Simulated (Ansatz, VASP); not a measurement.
## Al2O3 in VASP and in Ansatz

The input INCAR:

```
SYSTEM = Al2O3
  ALGO = Normal
  EDIFF = 1E-6
  ENCUT = 520
  GGA = PE
  ISIF = 2
  ISMEAR = 0
  LASPH = .True.
  LCHARG = .False.
  LREAL = .False.
  LWAVE = .False.
  NBANDS = 35
  NELM = 100
  PREC = Accurate
  SIGMA = 0.05
```

The input KPOINTS:

```
k-points
0
Gamma
  6 6 6
  0 0 0
```

POSCAR

```
Al2O3
1.0
    2.3058545897      1.3312857681      4.7543647167
   -2.3058545897      1.3312857681      4.7543647167
    0.0000000000     -2.6625715361      4.7543647167
Al O
4 6
Direct
    0.8521293568      0.8521293568      0.8521293568
    0.6478706432      0.6478706432      0.6478706432
    0.1478706432      0.1478706432      0.1478706432
    0.3521293568      0.3521293568      0.3521293568
    0.0561574040      0.4438425960      0.7500000000
    0.7500000000      0.0561574040      0.4438425960
    0.4438425960      0.7500000000      0.0561574040
    0.9438425960      0.5561574040      0.2500000000
    0.2500000000      0.9438425960      0.5561574040
    0.5561574040      0.2500000000      0.9438425960
```

Input for Ansatz:

```yaml
crystal:
  lattice:
    - [2.3058545897, 1.3312857681, 4.7543647167]
    - [-2.3058545897, 1.3312857681, 4.7543647167]
    - [0.0, -2.6625715361, 4.7543647167]
  atoms:
    - { symbol: Al, position: [0.8521293568, 0.8521293568, 0.8521293568] }
    - { symbol: Al, position: [0.6478706432, 0.6478706432, 0.6478706432] }
    - { symbol: Al, position: [0.1478706432, 0.1478706432, 0.1478706432] }
    - { symbol: Al, position: [0.3521293568, 0.3521293568, 0.3521293568] }
    - { symbol: O, position: [0.056157404, 0.443842596, 0.75] }
    - { symbol: O, position: [0.75, 0.056157404, 0.443842596] }
    - { symbol: O, position: [0.443842596, 0.75, 0.056157404] }
    - { symbol: O, position: [0.943842596, 0.556157404, 0.25] }
    - { symbol: O, position: [0.25, 0.943842596, 0.556157404] }
    - { symbol: O, position: [0.556157404, 0.25, 0.943842596] }
basis:
  ecutwfc: 520.0
kpoints:
  mp_grid: { grid: [6, 6, 6] }
hamiltonian:
  xc: pbe
  pseudopotentials: { kind: paw, azcp: { folder: soft_1 } }
scf:
  occupations: { method: gaussian, width: 0.05 }
output:
  forces: true
  stress: true
  eigenvalues: true
```

Alike in both runs: task single point; functional PBE; k mesh 6 × 6 × 6; occupations gaussian, width 0.05 eV; no spin polarisation.

|  | VASP | Ansatz |
| --- | --- | --- |
| version | VASP 6.6.1 | Ansatz 0.2.0 |
| potentials or method | VASP PAW PBE potentials, release 64 (Al, O), cutoff 520 eV | scalar-relativistic, plane waves, PAW |
| valence electrons in the cell | 48 | 48 |

VASP gave:

```
gap on the k mesh at the Fermi level (eV)                     : 5.09
least direct gap on the mesh (eV)                             : 5.09
pressure (GPa)                                                : 2.4
traceless stress, the component that is largest in VASP (GPa) : -34.66
rms of the force components (eV/Å)                            : 0.224
```

Q: Estimate Ansatz's values.

A: gap on the k mesh at the Fermi level (eV): 5.10; least direct gap on the mesh (eV): 5.10; pressure (GPa): 2.5; traceless stress, the component that is largest in VASP (GPa): -34.59; rms of the force components (eV/Å): 0.224.

Atom by atom the forces differ by 0.002 eV/Å (rms over components). With one functional, cell and mesh, what is left measures potentials, basis and numerics.
